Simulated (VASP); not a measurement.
# Zr3W4Se (P1) in VASP: single point with PBE

Aim: the single point of Zr3W4Se with PBE.

Program: VASP 6.6.1. These are calculated values, not measurements. Logs are shortened: lines on timing, memory, paths and dates and some standing lists are left out, and cuts for length are marked.

## (1) The cell of the first run

The typed cell holds 8 atoms: a = 3.247 Å, b = 3.248 Å, c = 14.080 Å, α = 90.01°, β = 90.10°, γ = 90.00°.

## (2) Single point, PBE

Input file INCAR:

```
SYSTEM = Zr3W4Se
  PREC = Accurate
  ENCUT = 520
  EDIFF = 1E-6
  ISMEAR = 0
  SIGMA = 0.2
  LREAL = .False.
  LASPH = .True.
  NELM = 100
  ALGO = Normal
  ISIF = 2
  LWAVE = .False.
  LCHARG = .False.
  GGA = PE
  NBANDS = 59
```

Input file KPOINTS:

```
regular mesh
0
Gamma
  6 6 2
  0 0 0
```

Input file POSCAR:

```
Zr3W4Se
1.0
    3.2473764918     -0.0000685359     -0.0028472243
   -0.0000442153      3.2475399109     -0.0001509239
   -0.0120463780     -0.0007107877     14.0800435301
Zr W Se
3 4 1
Direct
   -0.0001039912      0.9994289711      0.4999396270
    0.5025063791      0.5007048205      0.8656307468
    0.4976764634      0.5000789089      0.1343481197
    0.9983367298     -0.0003842180      0.2692349542
    0.4990707835      0.4994311797      0.3709724115
    0.5009183044      0.4997526873      0.6290089679
    0.0016389750      0.0001723041      0.7307554336
   -0.0000436440      0.0008153464      0.0001097395
```

Potentials or basis: VASP PAW PBE potentials, release 64 (Zr_sv, W_sv, Se).

Launch:

```sh
$ cat potpaw_PBE.64/Zr_sv/POTCAR potpaw_PBE.64/W_sv/POTCAR potpaw_PBE.64/Se/POTCAR > POTCAR
$ mpirun -np 1 vasp_std > vasp.out
```

OUTCAR:

```text
SYSTEM = Zr3W4Se
   PREC = Accurate
   ENCUT = 520
   EDIFF = 1E-6
   ISMEAR = 0
   LREAL = .False.
   LASPH = .True.
   NELM = 100
   ISIF = 2
   GGA = PE

 ion  position               nearest neighbor table
   1  1.000  0.999  0.500-   5 2.93   5 2.93   5 2.93   6 2.93   5 2.93   6 2.93   6 2.93   6 2.93
                             4 3.25   7 3.25
   2  0.503  0.501  0.866-   8 2.97   8 2.97   7 2.98   7 2.98   7 2.98   7 2.98   8 2.98   8 2.98
                             6 3.33   3 3.78
   3  0.498  0.500  0.134-   8 2.97   8 2.97   4 2.98   8 2.98   4 2.98   4 2.98   8 2.98   4 2.98
                             5 3.33   2 3.78
   4  0.998  1.000  0.269-   5 2.71   5 2.71   5 2.71   5 2.71   3 2.98   3 2.98   3 2.98   3 2.98
                             1 3.25
   5  0.499  0.499  0.371-   4 2.71   4 2.71   4 2.71   4 2.71   1 2.93   1 2.93   1 2.93   1 2.93
                             3 3.33
   6  0.501  0.500  0.629-   7 2.71   7 2.71   7 2.71   7 2.71   1 2.93   1 2.93   1 2.93   1 2.93
                             2 3.33
   7  0.002  0.000  0.731-   6 2.71   6 2.71   6 2.71   6 2.71   2 2.98   2 2.98   2 2.98   2 2.98
                             1 3.25
   8  1.000  0.001  0.000-   3 2.97   3 2.97   2 2.97   2 2.97   3 2.98   3 2.98   2 2.98   2 2.98

  LATTYP: Found a triclinic cell.
 ALAT       =    14.4441966680
 B/A-ratio  =     0.2248223155
 C/A-ratio  =     0.2248335431
 COS(alpha) =     0.0000346793
 COS(beta)  =     0.0001022962
 COS(gamma) =     0.2231336506

  Lattice vectors:

 A1 = (  -3.2353301138,   0.0007793236, -14.0771963058)
 A2 = (  -3.2473764918,   0.0000685359,   0.0028472243)
 A3 = (  -0.0000442153,   3.2475399109,  -0.0001509239)

Analysis of symmetry for initial positions (statically):
=====================================================================
 Subroutine PRICEL returns:
 Original cell was already a primitive cell.

 Routine SETGRP: Setting up the symmetry group for a
 triclinic supercell.

 Subroutine GETGRP returns: Found  1 space group operations
 (whereof  1 operations were pure point group operations)
 out of a pool of  2 trial point group operations.

The static configuration has the point symmetry C_1 .

Analysis of symmetry for dynamics (positions and initial velocities):
=====================================================================
 Subroutine PRICEL returns:
 Original cell was already a primitive cell.

 Routine SETGRP: Setting up the symmetry group for a
 triclinic supercell.

 Subroutine GETGRP returns: Found  1 space group operations
 (whereof  1 operations were pure point group operations)
 out of a pool of  2 trial point group operations.

The dynamic configuration has the point symmetry C_1 .

 Subroutine INISYM returns: Found  1 space group operations
 (whereof  1 operations are pure point group operations),
 and found     1 'primitive' translations

----------------------------------------------------------------------------------------

                                     Primitive cell

  volume of cell :     148.4878

  direct lattice vectors                    reciprocal lattice vectors
     3.247376492 -0.000068536 -0.002847224     0.307941119  0.000004205  0.000263464
    -0.000044215  3.247539911 -0.000150924     0.000006512  0.307925393  0.000015550
    -0.012046378 -0.000710788 14.080043530     0.000062271  0.000003302  0.071022561

  length of vectors
     3.247377741  3.247539915 14.080048701     0.307941232  0.307925393  0.071022589

  position of ions in fractional coordinates (direct lattice)
     0.999896009  0.999428971  0.499939627
     0.502506379  0.500704820  0.865630747
     0.497676463  0.500078909  0.134348120
     0.998336730  0.999615782  0.269234954
     0.499070784  0.499431180  0.370972411
     0.500918304  0.499752687  0.629008968
     0.001638975  0.000172304  0.730755434
     0.999956356  0.000815346  0.000109739

  ion indices of the primitive-cell ions
   primitive index   ion index
[... 35 lines left out ...]
|           W WW W  AAAAAA  RRRRR   N  N N  II  N  N N  G  GGG   !            |
|           WW  WW  A    A  R   R   N   NN  II  N   NN  G    G                |
|           W    W  A    A  R    R  N    N  II  N    N   GGGG   !!!           |
|                                                                             |
|     Your reciprocal lattice and k-lattice belong to different lattice       |
|     classes:                                                                |
|                                                                             |
|        The reciprocal lattice is simple monoclinic,                         |
|        whereas your k-lattice is triclinic.                                 |
|                                                                             |
|     Results are often still useful ...                                      |
|                                                                             |
 -----------------------------------------------------------------------------

 Subroutine IBZKPT returns following result:
 ===========================================

 Found     40 irreducible k-points:

 Following reciprocal coordinates:
            Coordinates               Weight
  0.000000  0.000000  0.000000      1.000000
  0.166667 -0.000000 -0.000000      2.000000
  0.333333 -0.000000 -0.000000      2.000000
  0.500000 -0.000000  0.000000      1.000000
  0.000000  0.166667 -0.000000      2.000000
  0.166667  0.166667  0.000000      2.000000
[... 16 lines left out ...]
  0.333333  0.000000  0.500000      2.000000
  0.500000 -0.000000  0.500000      1.000000
 [... further k-points ...]
   k-points           NKPTS =     40   k-points in BZ     NKDIM =     40   number of bands    NBANDS=     59
   number of dos      NEDOS =    301   number of ions     NIONS =      8
   total plane-waves  NPLWV =  62208
   dimension x,y,z NGX =    24 NGY =   24 NGZ =  108
   dimension x,y,z NGXF=    48 NGYF=   48 NGZF=  216
   ions per type =               3   4   1
   NGX,Y,Z   is equivalent  to a cutoff of  12.29, 12.29, 12.75 a.u.
   NGXF,Y,Z  is equivalent  to a cutoff of  24.57, 24.57, 25.50 a.u.
 SYSTEM =  Zr3W4Se
   PREC   = accura    normal or accurate (medium, high low for compatibility)
   ISTART =      0    job   : 0-new  1-cont  2-samecut
   ICHARG =      2    charge: 1-file 2-atom 10-const
   ISPIN  =      1    spin polarized calculation?
   LNONCOLLINEAR =      F non collinear calculations
   LSORBIT =      F    spin-orbit coupling
   LASPH  =      T    aspherical Exc in radial PAW
   ENCUT  =  520.0 eV  38.22 Ry    6.18 a.u.   6.04  6.04 26.18*2*pi/ulx,y,z
   NELM   =    100;   NELMIN=  2; NELMDL= -5     # of ELM steps
   EDIFF  = 0.1E-05   stopping-criterion for ELM
   LREAL  =      F    real-space projection
   EDIFFG = 0.1E-04   stopping-criterion for IOM
   NSW    =      0    number of steps for IOM
   IBRION =     -1    ionic relax: 0-MD 1-quasi-New 2-CG
   NFREE  =      0    steps in history (QN), initial steepest desc. (CG)
   ISIF   =      2    stress and relaxation
   ISYM   =      2    0-nonsym 1-usesym 2-fastsym
   POTIM  = 0.5000    time-step for ionic-motion
   TEBEG  =    0.0;   TEEND  =   0.0 temperature during run
   PSTRESS=    0.0 pullay stress
   NELECT =      98.0000    total number of electrons
   NUPDOWN=      -1.0000    fix difference up-down
   EMIN   =  10.00;   EMAX   =-10.00  energy-range for DOS
   EFERMI =   0.00;   METHOD = LEGACY
   ISMEAR =     0;   SIGMA  =   0.20  broadening in eV -4-tet -1-fermi 0-gaus
   EFERMI_NEDOS =   21; number of points for ismear=-14 and -15
   IALGO  =     38    algorithm
   IMIX   =      4    mixing-type and parameters
     AMIX     =   0.40;   BMIX     =  1.00
     AMIX_MAG =   1.60;   BMIX_MAG =  1.00
  volume/ion in A,a.u.               =      18.56       125.26
  Fermi-wavevector in a.u.,A,eV,Ry     =   1.425345  2.693511 27.641700  2.031608
  Thomas-Fermi vector in A             =   2.545739
   LORBIT       =      0    0 simple, 1 ext, 2 COOP (PROOUT), +10 PAW based schemes
   GGA     = PE    functional components
   LHFCALC =     F    Hartree Fock is set to
   AEXX    =    0.0000 exact exchange contribution
   IVDW    =     0    specifies the selected vdW correction
   LEPSILON=     F    determine dielectric tensor
   LRPA    =     F    only Hartree local field effects (RPA)
 non-spin polarized calculation
 Gauss-broadening in eV      SIGMA  =   0.20
  energy-cutoff  :      520.00
  volume of cell :      148.49
 maximum number of plane-waves:      4038
   NGX = 13   NGY = 13   NGZ = 53

 number of electron      98.0000005 magnetization

 Free energy of the ion-electron system (eV)
  ---------------------------------------------------
  ext. energy  EPLUGINS =         0.00000000
  ---------------------------------------------------
  free energy    TOTEN  =       -82.25614643 eV

  energy without entropy =      -82.13176803  energy(sigma->0) =      -82.19395723

 E-fermi :   9.8497     XC(G=0): -12.2693

 val. band max:        9.8277381661   @ k =   0.3333  -0.0000  -0.0000
 cond. band min:       9.8771064852   @ k =   0.5000   0.3333  -0.0000
 fundamental gap:      0.0493683192
 Fermi energy:         9.8496812142

 k-point     1 :       0.0000    0.0000    0.0000
  band No.  band energies     occupation
      1     -63.7649      2.00000
      2     -63.7645      2.00000
      3     -63.5257      2.00000
      4     -63.5251      2.00000
      5     -39.1329      2.00000
      6     -39.1291      2.00000
[... 1477 lines left out ...]
     58      11.9440      0.00000
     59      12.6188      0.00000

 [... further k-points ...]

------------------------ aborting loop because EDIFF is reached ----------------------------------------

  FORCE on cell =-STRESS in cart. coord.  units (eV):
  Direction    XX          YY          ZZ          XY          YZ          ZX
  --------------------------------------------------------------------------------------
  -------------------------------------------------------------------------------------
  Total        0.2227036      0.2121286      0.1106430      0.0009084     -0.0029173      0.0199556
  in kB        2.4029630      2.2888585      1.1938330      0.0098021     -0.0314780      0.2153202
  external PRESSURE =       1.9618848 kB  Pullay stress =       0.0000000 kB

 VOLUME and BASIS-vectors are now :
 -----------------------------------------------------------------------------
  energy-cutoff  :      520.00
  volume of cell :      148.49
      direct lattice vectors                 reciprocal lattice vectors
     3.247376492 -0.000068536 -0.002847224     0.307941119  0.000004205  0.000263464
    -0.000044215  3.247539911 -0.000150924     0.000006512  0.307925393  0.000015550
    -0.012046378 -0.000710788 14.080043530     0.000062271  0.000003302  0.071022561

 POSITION                                       TOTAL-FORCE (eV/Angst)
 -----------------------------------------------------------------------------------
      3.24097      3.24526      7.03617         0.002339      0.001282      0.008439
      1.62138      1.62541     12.18661        -0.004002     -0.001117      0.002965
      1.61450      1.62390      1.89013         0.001965     -0.000920     -0.004360
      3.23869      3.24603      3.78785         0.002899      0.001699     -0.017111
      1.61618      1.62162      5.22181        -0.001675      0.001494      0.020075
      1.61907      1.62249      8.85497        -0.001808      0.000712     -0.023999
     -0.00348      0.00004     10.28906        -0.000482     -0.000669      0.015752
      3.24723      0.00258     -0.00130         0.000764     -0.002479     -0.001761
 -----------------------------------------------------------------------------------
    total drift:                                0.000018      0.000014     -0.000525

  FREE ENERGIE OF THE ION-ELECTRON SYSTEM (eV)
  ---------------------------------------------------
  free  energy   TOTEN  =       -82.2561464269 eV

  energy  without entropy=      -82.1317680273  energy(sigma->0) =      -82.19395723
```

It took 4.2 min on 1 thread of Intel Xeon 6975P-C (Granite Rapids), shared host; peak memory 0.43 GiB.

What came out:

```yaml
Free_energy: -82.2561 eV
Pressure: 0.2 GPa
Largest_force: 0.024 eV/Å
Band_gap_on_the_k_mesh: zero (bands 49 and 50 overlap by 1.19 eV)
```

Forces in eV/Å, atoms in the order of the input:
```
Zr   0.002  0.001  0.008
Zr  -0.004 -0.001  0.003
Zr   0.002 -0.001 -0.004
W    0.003  0.002 -0.017
W   -0.002  0.001  0.020
W   -0.002  0.001 -0.024
W    0.000 -0.001  0.016
Se   0.001 -0.002 -0.002
```

Levels at points of the mesh, in eV from the Fermi level:
```
           k point  band 45  band 46  band 47  band 48  band 49  band 50  band 51  band 52  band 53  band 54
(0.00, 0.00, 0.00)    -0.26    -0.26    -0.22    -0.22    -0.19    -0.06     0.45     0.45     1.08     1.25
(0.50, 0.00, 0.00)    -1.09    -1.04    -0.77     0.19     0.43     0.67     0.68     0.95     1.03     1.29
(0.00, 0.50, 0.00)    -1.08    -1.04    -0.77     0.19     0.43     0.67     0.68     0.95     1.03     1.29
(0.50, 0.50, 0.00)    -1.15    -1.15    -0.51    -0.51     0.20     1.10     1.10     1.17     2.16     2.16
(0.00, 0.00, 0.50)    -0.26    -0.26    -0.24    -0.23    -0.19    -0.06     0.59     0.59     0.92     0.99
(0.50, 0.00, 0.50)    -1.26    -0.93    -0.89     0.31     0.64     0.74     0.80     0.98     1.13     1.16
(0.00, 0.50, 0.50)    -1.26    -0.93    -0.89     0.31     0.64     0.74     0.80     0.98     1.13     1.16
(0.50, 0.50, 0.50)    -1.46    -1.42    -0.06    -0.06     0.11     0.66     0.66     1.10     2.41     2.41
```

Caveat: spin-orbit coupling is left out, which moves the levels of the heavy elements.
